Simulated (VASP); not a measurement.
Wanted: the native input for a VASP 6.6.1 run.

```yaml
Task: relaxation of cell and atoms
Functional: r2SCAN
Potentials_or_basis: VASP PAW PBE potentials, release 64 (Ag)
Cutoff: 600 eV
k_mesh: 14 × 14 × 14
Occupations: fermi-dirac, width 0.113 eV
Spin: no spin polarisation
Dipole_correction: no
Further_INCAR_settings: ALGO = Normal; EDIFF = 1e-06; IBRION = 2; EDIFFG = -0.03; NSW = 80; ISIF = 3
```

The system is Ag.

```
CELL_PARAMETERS angstrom
0.00000 2.05988 2.05988
2.05988 0.00000 2.05988
2.05988 2.05988 0.00000
ATOMIC_POSITIONS crystal
Ag 0.00000 0.00000 0.00000
```

One way to write it, as run:

POSCAR

```
Ag
1.0
    0.0000000000      2.0598760700      2.0598760700
    2.0598760700      0.0000000000      2.0598760700
    2.0598760700      2.0598760700      0.0000000000
Ag
1
Direct
    0.0000000000      0.0000000000      0.0000000000
```

INCAR.step1

```
SYSTEM = Ag
ALGO = Normal ; EDIFF = 1E-4
ENCUT = 600 ; GGA = PE
ISMEAR = -1 ; LASPH = .TRUE.
LCHARG = .FALSE. ; LREAL = .FALSE.
LWAVE = .TRUE. ; NELM = 80
PREC = Accurate ; SIGMA = 0.113
```

INCAR.step2

```
SYSTEM = Ag
ALGO = Normal ; EDIFF = 1E-6
EDIFFG = -0.03 ; ENCUT = 600
IBRION = 2 ; ISIF = 3
ISMEAR = -1 ; ISTART = 1
LASPH = .TRUE. ; LCHARG = .FALSE.
LMIXTAU = .TRUE. ; LREAL = .FALSE.
LWAVE = .FALSE. ; METAGGA = R2SCAN
NELM = 80 ; NSW = 80
PREC = Accurate ; SIGMA = 0.113
```

KPOINTS

```
k-points
0
G
  14 14 14
  0 0 0
```

Potentials or basis: VASP PAW PBE potentials, release 64 (Ag).

Launch:

```console
$ cat potpaw_PBE.64/Ag/POTCAR > POTCAR
$ cp INCAR.step1 INCAR
$ mpirun -np 1 vasp_std > vasp.out
$ cp INCAR.step2 INCAR
$ mpirun -np 1 vasp_std > vasp.out
```

Results of the run:

```yaml
Relaxed_volume: 17.32 Å³/atom
Relaxed_cell: a = 2.904 Å, b = 2.904 Å, c = 2.904 Å, α = 60.00°, β = 60.00°, γ = 60.00°
Space_group_after_relaxing_to_0.05_Å: Fm-3m (No. 225)
Energy_gained_by_relaxing: 0.5 meV/atom
Ionic_steps: 3
Pressure_after_relaxing: 0.0 GPa
```

Caveat: the PAW data sets were made with another functional, which shifts forces and pressure a little.

Run time: 2.1 min on 1 thread of Intel Xeon 6975P-C (shared host), peak memory 0.17 GiB.
